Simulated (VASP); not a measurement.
Here is a VASP 6.6.1 calculation.

Contents of INCAR:

```
SYSTEM = AlN
PREC = Accurate
ENCUT = 520
EDIFF = 1E-7
ISMEAR = 0
SIGMA = 0.1
LREAL = .False.
LASPH = .True.
NELM = 60
ALGO = Normal
ISIF = 2
LWAVE = .False.
LCHARG = .False.
GGA = PE
NBANDS = 16
```

The input KPOINTS:

```
regular mesh
0
Gamma
  6 6 6
  0 0 0
```

POSCAR

```
AlN
1.0
    0.0001865689      2.0348110818      2.0349465152
    2.0363301032      2.0352357553     -0.0002443282
   -2.0360608665      4.0704356999     -2.0359517334
Al N
2 2
Direct
    0.7500100716      0.7499840620      0.7499993305
    0.2500067269      0.2499998123      0.2500008979
    0.4999888176      0.5000113006      0.4999988526
   -0.0000056162      1.0000048251      1.0000009190
```

Potentials or basis: VASP PAW PBE potentials, release 64 (Al, N).

Run with:

```console
$ cat potpaw_PBE.64/Al/POTCAR potpaw_PBE.64/N/POTCAR > POTCAR
$ mpirun -np 1 vasp_std > vasp.out
```

Problem. What does it give for the pressure?

Solution. -0.4 GPa.

Problem. Estimate the band gap on the k mesh.

Solution. 4.40 eV.

Stress tensor (GPa, compression positive):
```
-0.45 -0.01 -0.05
-0.01 -0.32  0.12
-0.05  0.12 -0.33
```

Caveat: the k points lie up to 0.43 Å⁻¹ apart. A k mesh can miss the band edges.
